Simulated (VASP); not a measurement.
# Ti3Al (P-6m2) in VASP: notebook

The runs below take Ti3Al through single point, with LDA.

Everything below comes from runs of VASP 6.6.1. Logs are shortened: lines on timing, memory, paths and dates and some standing lists are left out, and cuts for length are marked.

## 1. The cell of the first run

The structure is hexagonal, space group P-6m2 (No. 187). The conventional cell has a = 3.023 Å, b = 3.023 Å, c = 9.565 Å, α = 90.00°, β = 90.00°, γ = 120.00°. Within 3.9 Å of Ti (site symmetry -6m2) lie 12 Ti at 2.95 to 3.02 Å. Within 3.9 Å of Ti (site symmetry 3m) lie 9 Ti at 2.95 to 3.02 Å and 3 Al at 2.97 Å. Within 3.9 Å of Al (site symmetry -6m2) lie 6 Ti at 2.97 Å and 6 Al at 3.02 Å.

## 2. Single point, LDA, collinear spin (18.93 Å³/atom)

INCAR

```
SYSTEM = Ti3Al
PREC     = Accurate       ! precision mode
ENCUT    = 520            ! plane-wave cutoff, eV
EDIFF    = 1E-6           ! SCF threshold, eV
ISMEAR   = 0              ! smearing method
SIGMA    = 0.15           ! smearing width, eV
LREAL    = .False.        ! projectors in reciprocal space
LASPH    = .True.         ! aspherical terms in the spheres
NELM     = 150            ! most SCF steps
ALGO     = Normal         ! electronic algorithm
ISIF     = 2              ! what is computed and relaxed
LWAVE    = .False.        ! write WAVECAR
LCHARG   = .False.        ! write CHGCAR
ISPIN    = 2              ! spin polarisation
MAGMOM   = 0.167 0.167 0.167 0 ! initial moments
LORBIT   = 11             ! projections on sites
NUPDOWN  = 0.5            ! fixed moment
LMAXMIX  = 4              ! l up to which the mixer works
GGA      = CA             ! functional
NBANDS   = 32             ! bands
```

KPOINTS

```
Automatic mesh
0
Gamma
  18 18 6
  0 0 0
```

POSCAR

```
Ti3Al
1.0
    3.0232148112      0.0000000000      0.0000000000
   -1.5116074056      2.6181808276      0.0000000000
    0.0000000000      0.0000000000      9.5647391095
Ti Al
3 1
Direct
    0.6666666667      0.3333333333      0.0000000000
    0.3333333333      0.6666666667      0.7515223655
    0.3333333333      0.6666666667      0.2484776345
    0.6666666667      0.3333333333      0.5000000000
```

Potentials or basis: VASP PAW LDA potentials, release 64 (Ti_sv, Al).

The run is started by

```console
$ cat potpaw_LDA.64/Ti_sv/POTCAR potpaw_LDA.64/Al/POTCAR > POTCAR
$ mpirun -np 1 vasp_std > vasp.out
```

OUTCAR:

```text
SYSTEM = Ti3Al
   PREC = Accurate
   ENCUT = 520
   EDIFF = 1E-6
   ISMEAR = 0
   LREAL = .False.
   LASPH = .True.
   NELM = 150
   ISIF = 2
   ISPIN = 2
   LORBIT = 11
   NUPDOWN = 0.5
   GGA = CA

 ion  position               nearest neighbor table
   1  0.667  0.333  0.000-
   2  0.333  0.667  0.752-   4 2.97   4 2.97   4 2.97
   3  0.333  0.667  0.248-   4 2.97   4 2.97   4 2.97
   4  0.667  0.333  0.500-   2 2.97   3 2.97   2 2.97   3 2.97   2 2.97   3 2.97

  LATTYP: Found a hexagonal cell.
 ALAT       =     3.0232148112
 C/A-ratio  =     3.1637643062

  Lattice vectors:

 A1 = (   3.0232148112,   0.0000000000,   0.0000000000)
 A2 = (  -1.5116074056,   2.6181808276,   0.0000000000)
 A3 = (   0.0000000000,   0.0000000000,   9.5647391095)

Analysis of symmetry for initial positions (statically):
=====================================================================
 Subroutine PRICEL returns:
 Original cell was already a primitive cell.

 Routine SETGRP: Setting up the symmetry group for a
 hexagonal supercell.

 Subroutine GETGRP returns: Found 12 space group operations
 (whereof 12 operations were pure point group operations)
 out of a pool of 24 trial point group operations.

The static configuration has the point symmetry D_3h.

Analysis of symmetry for dynamics (positions and initial velocities):
=====================================================================
 Subroutine PRICEL returns:
 Original cell was already a primitive cell.

 Routine SETGRP: Setting up the symmetry group for a
 hexagonal supercell.

 Subroutine GETGRP returns: Found 12 space group operations
 (whereof 12 operations were pure point group operations)
 out of a pool of 24 trial point group operations.

The dynamic configuration has the point symmetry D_3h.

Analysis of structural, dynamic, and magnetic symmetry:
=====================================================================
 Subroutine PRICEL returns:
 Original cell was already a primitive cell.

 Routine SETGRP: Setting up the symmetry group for a
 hexagonal supercell.

 Subroutine GETGRP returns: Found 12 space group operations
 (whereof 12 operations were pure point group operations)
 out of a pool of 24 trial point group operations.

The overall configuration has the point symmetry D_3h.

 Subroutine INISYM returns: Found 12 space group operations
 (whereof 12 operations are pure point group operations),
 and found     1 'primitive' translations

----------------------------------------------------------------------------------------

                                     Primitive cell

  volume of cell :      75.7080

  direct lattice vectors                    reciprocal lattice vectors
     3.023214811  0.000000000  0.000000000     0.330773717  0.190972294  0.000000000
    -1.511607406  2.618180828  0.000000000     0.000000000  0.381944589  0.000000000
     0.000000000  0.000000000  9.564739109     0.000000000  0.000000000  0.104550682

  length of vectors
     3.023214811  3.023214811  9.564739109     0.381944589  0.381944589  0.104550682

  position of ions in fractional coordinates (direct lattice)
     0.666666667  0.333333333  0.000000000
     0.333333333  0.666666667  0.751522366
     0.333333333  0.666666667  0.248477634
     0.666666667  0.333333333  0.500000000

  ion indices of the primitive-cell ions
   primitive index   ion index
                 1           1
                 2           2
                 3           3
                 4           4

----------------------------------------------------------------------------------------

 KPOINTS: Automatic mesh

Automatic generation of k-mesh.
 Grid dimensions read from file:
 generate k-points for:   18   18    6

 Generating k-lattice:

  Cartesian coordinates                     Fractional coordinates (reciprocal lattice)
     0.018376318  0.010609572  0.000000000     0.055555556  0.000000000  0.000000000
     0.000000000  0.021219144  0.000000000     0.000000000  0.055555556  0.000000000
     0.000000000  0.000000000  0.017425114     0.000000000  0.000000000  0.166666667

  Length of vectors
     0.021219144  0.021219144  0.017425114

  Shift w.r.t. Gamma in fractional coordinates (k-lattice)
     0.000000000  0.000000000  0.000000000

 Subroutine IBZKPT returns following result:
 ===========================================

 Found    148 irreducible k-points:

 Following reciprocal coordinates:
            Coordinates               Weight
  0.000000  0.000000  0.000000      1.000000
  0.055556  0.000000  0.000000      6.000000
  0.111111  0.000000  0.000000      6.000000
  0.166667  0.000000  0.000000      6.000000
  0.222222  0.000000  0.000000      6.000000
  0.277778  0.000000  0.000000      6.000000
[... 16 lines left out ...]
  0.333333  0.111111  0.000000     12.000000
  0.388889  0.111111  0.000000     12.000000
 [... further k-points ...]
   k-points           NKPTS =    148   k-points in BZ     NKDIM =    148   number of bands    NBANDS=     32
   number of dos      NEDOS =    301   number of ions     NIONS =      4
   total plane-waves  NPLWV =  41472
   dimension x,y,z NGX =    24 NGY =   24 NGZ =   72
   dimension x,y,z NGXF=    48 NGYF=   48 NGZF=  144
   ions per type =               3   1
   NGX,Y,Z   is equivalent  to a cutoff of  13.20, 13.20, 12.51 a.u.
   NGXF,Y,Z  is equivalent  to a cutoff of  26.40, 26.40, 25.03 a.u.
 SYSTEM =  Ti3Al
   PREC   = accura    normal or accurate (medium, high low for compatibility)
   ISTART =      0    job   : 0-new  1-cont  2-samecut
   ICHARG =      2    charge: 1-file 2-atom 10-const
   ISPIN  =      2    spin polarized calculation?
   LNONCOLLINEAR =      F non collinear calculations
   LSORBIT =      F    spin-orbit coupling
   LASPH  =      T    aspherical Exc in radial PAW
   ENCUT  =  520.0 eV  38.22 Ry    6.18 a.u.   5.62  5.62 17.78*2*pi/ulx,y,z
   NELM   =    150;   NELMIN=  2; NELMDL= -5     # of ELM steps
   EDIFF  = 0.1E-05   stopping-criterion for ELM
   LREAL  =      F    real-space projection
   EDIFFG = 0.1E-04   stopping-criterion for IOM
   NSW    =      0    number of steps for IOM
   IBRION =     -1    ionic relax: 0-MD 1-quasi-New 2-CG
   NFREE  =      0    steps in history (QN), initial steepest desc. (CG)
   ISIF   =      2    stress and relaxation
   ISYM   =      2    0-nonsym 1-usesym 2-fastsym
   POTIM  = 0.5000    time-step for ionic-motion
   TEBEG  =    0.0;   TEEND  =   0.0 temperature during run
   PSTRESS=    0.0 pullay stress
   NELECT =      39.0000    total number of electrons
   NUPDOWN=       0.5000    fix difference up-down
   EMIN   =  10.00;   EMAX   =-10.00  energy-range for DOS
   EFERMI =   0.00;   METHOD = LEGACY
   ISMEAR =     0;   SIGMA  =   0.15  broadening in eV -4-tet -1-fermi 0-gaus
   EFERMI_NEDOS =   21; number of points for ismear=-14 and -15
   IALGO  =     38    algorithm
   IMIX   =      4    mixing-type and parameters
     AMIX     =   0.40;   BMIX     =  1.00
     AMIX_MAG =   1.60;   BMIX_MAG =  1.00
  volume/ion in A,a.u.               =      18.93       127.73
  Fermi-wavevector in a.u.,A,eV,Ry     =   1.312348  2.479979 23.432743  1.722258
  Thomas-Fermi vector in A             =   2.442747
   LORBIT       =     11    0 simple, 1 ext, 2 COOP (PROOUT), +10 PAW based schemes
   GGA     = CA    functional components
   LHFCALC =     F    Hartree Fock is set to
   AEXX    =    0.0000 exact exchange contribution
   IVDW    =     0    specifies the selected vdW correction
   LEPSILON=     F    determine dielectric tensor
   LRPA    =     F    only Hartree local field effects (RPA)
 spin polarized calculation
 Gauss-broadening in eV      SIGMA  =   0.15
  energy-cutoff  :      520.00
  volume of cell :       75.71
 maximum number of plane-waves:      2063
 NGX is ok and might be reduce to    24
   NGX = 11   NGY = 11   NGZ = 35

 number of electron      38.9999999 magnetization       0.5000003

 Free energy of the ion-electron system (eV)
  ---------------------------------------------------
  ext. energy  EPLUGINS =         0.00000000
  ---------------------------------------------------
  free energy    TOTEN  =       -29.73879006 eV

  energy without entropy =      -29.68642833  energy(sigma->0) =      -29.71260920

 E-fermi :   6.7069     XC(G=0): -10.9983

 val. band max:        6.8367486047   @ k =   0.2778   0.2778   0.3333
 cond. band min:       6.7101964165   @ k =   0.3333   0.0000   0.0000
 fundamental gap:     -0.1265521881
 Fermi energy:         6.8373678731

 spin component 1

 k-point     1 :       0.0000    0.0000    0.0000
  band No.  band energies     occupation
      1     -49.4892      1.00000
      2     -49.4658      1.00000
      3     -49.4050      1.00000
      4     -26.3146      1.00000
      5     -26.1468      1.00000
      6     -25.9054      1.00000
[... 805 lines left out ...]
     30      10.2849      0.00000
     31      10.7033      0.00000

 [... further k-points ...]

 spin component 2

 k-point     1 :       0.0000    0.0000    0.0000
  band No.  band energies     occupation
      1     -49.3973      1.00000
      2     -49.3588      1.00000
      3     -49.3218      1.00000
      4     -26.2201      1.00000
      5     -26.0350      1.00000
      6     -25.8154      1.00000
[... 805 lines left out ...]
     30      10.3862      0.00000
     31      10.7884      0.00000

 [... further k-points ...]

 [bands above 31 left out]

------------------------ aborting loop because EDIFF is reached ----------------------------------------

  FORCE on cell =-STRESS in cart. coord.  units (eV):
  Direction    XX          YY          ZZ          XY          YZ          ZX
  --------------------------------------------------------------------------------------
  -------------------------------------------------------------------------------------
  Total       -6.7886044     -6.7886044     -7.3749021     -0.0000000      0.0000000      0.0000000
  in kB     -143.6644489   -143.6644489   -156.0720263     -0.0000000      0.0000000      0.0000000
  external PRESSURE =    -147.8003080 kB  Pullay stress =       0.0000000 kB

 VOLUME and BASIS-vectors are now :
 -----------------------------------------------------------------------------
  energy-cutoff  :      520.00
  volume of cell :       75.71
      direct lattice vectors                 reciprocal lattice vectors
     3.023214811  0.000000000  0.000000000     0.330773717  0.190972294  0.000000000
    -1.511607406  2.618180828  0.000000000     0.000000000  0.381944589  0.000000000
     0.000000000  0.000000000  9.564739109     0.000000000  0.000000000  0.104550682

 POSITION                                       TOTAL-FORCE (eV/Angst)
 -----------------------------------------------------------------------------------
      1.51161      0.87273      0.00000        -0.000000     -0.000000      0.000000
     -0.00000      1.74545      7.18812         0.000000      0.000000      0.115659
     -0.00000      1.74545      2.37662         0.000000      0.000000     -0.115659
      1.51161      0.87273      4.78237        -0.000000     -0.000000      0.000000
 -----------------------------------------------------------------------------------
    total drift:                                0.000000     -0.000000     -0.000000

  FREE ENERGIE OF THE ION-ELECTRON SYSTEM (eV)
  ---------------------------------------------------
  free  energy   TOTEN  =       -29.7387900584 eV

  energy  without entropy=      -29.6864283349  energy(sigma->0) =      -29.71260920

 total charge

# of ion       s       p       d       tot
------------------------------------------
    1        2.236   6.109   1.839  10.183
    2        2.218   6.102   1.842  10.163
    3        2.218   6.102   1.842  10.163
    4        0.441   0.335   0.000   0.776
--------------------------------------------------
tot          7.114  18.649   5.523  31.285

 magnetization (x)

# of ion       s       p       d       tot
------------------------------------------
    1        0.000   0.005   0.075   0.080
    2        0.001   0.007   0.118   0.126
    3        0.001   0.007   0.118   0.126
    4        0.000   0.006   0.000   0.006
--------------------------------------------------
tot          0.003   0.024   0.311   0.337
```

Wall time 5.5 min (1 thread of AMD EPYC 9R45 (Zen 5), shared host); peak memory 0.5 GiB.

Results:

- Free energy: -29.7388 eV
- Pressure: -14.8 GPa
- Largest force: 0.116 eV/Å
- Net moment: 0.50 μB per cell
- Site moments: Ti +0.08, +0.13 (each value once); Al +0.01 μB
- Valence electrons inside the program's atomic spheres: Ti 10.18, 10.16 (each value once); Al 0.78

Forces in eV/Å, atoms in the order of the input:
```
Ti   0.000  0.000  0.000
Ti   0.000  0.000  0.116
Ti   0.000  0.000 -0.116
Al   0.000  0.000  0.000
```

Caveat: the cell stands under tension; the total moment is fixed, so each spin has its own Fermi level and the state may be an excited one.

## 3. Single point, LDA, collinear spin (18.93 Å³/atom)

INCAR

```
SYSTEM = Ti3Al
PREC = Accurate ; ENCUT = 520
EDIFF = 1E-6 ; ISMEAR = 0
SIGMA = 0.15 ; LREAL = .False.
LASPH = .True. ; NELM = 150
ALGO = Fast ; ISIF = 2
LWAVE = .False. ; LCHARG = .True.
ISPIN = 2 ; MAGMOM = 0.667 0.667 0.667 0
LORBIT = 11 ; NUPDOWN = 2.0
LMAXMIX = 4 ; GGA = CA
LELF = .True. ; LVHAR = .True.
NBANDS = 32
```

KPOINTS is that of step 2.

POSCAR is that of step 2.

Potentials or basis: VASP PAW LDA potentials, release 64 (Ti_sv, Al).

The run is started by

```console
$ cat potpaw_LDA.64/Ti_sv/POTCAR potpaw_LDA.64/Al/POTCAR > POTCAR
$ mpirun -np 1 vasp_std > vasp.out
```

Wall time 53 min (1 thread of Oxide Virtual Turin-like, shared host); peak memory 0.51 GiB.

The run converged. Its results:

- Free energy: -29.5218 eV
- Pressure: -14.0 GPa
- Largest force: 0.016 eV/Å
- Net moment: 2.00 μB per cell
- Site moments: Ti +0.33, +0.51 (each value once); Al +0.02 μB
- Valence electrons inside the program's atomic spheres: Ti 10.19, 10.17 (each value once); Al 0.78

Forces on the atoms (eV/Å):
```
Ti   0.000  0.000  0.000
Ti   0.000  0.000 -0.016
Ti   0.000  0.000  0.016
Al   0.000  0.000  0.000
```

Stress tensor (GPa, compression positive):
```
-14.06   0.00   0.00
  0.00 -14.06   0.00
  0.00   0.00 -13.74
```

Caveat: the cell stands under tension; the total moment is fixed, so each spin has its own Fermi level and the state may be an excited one.
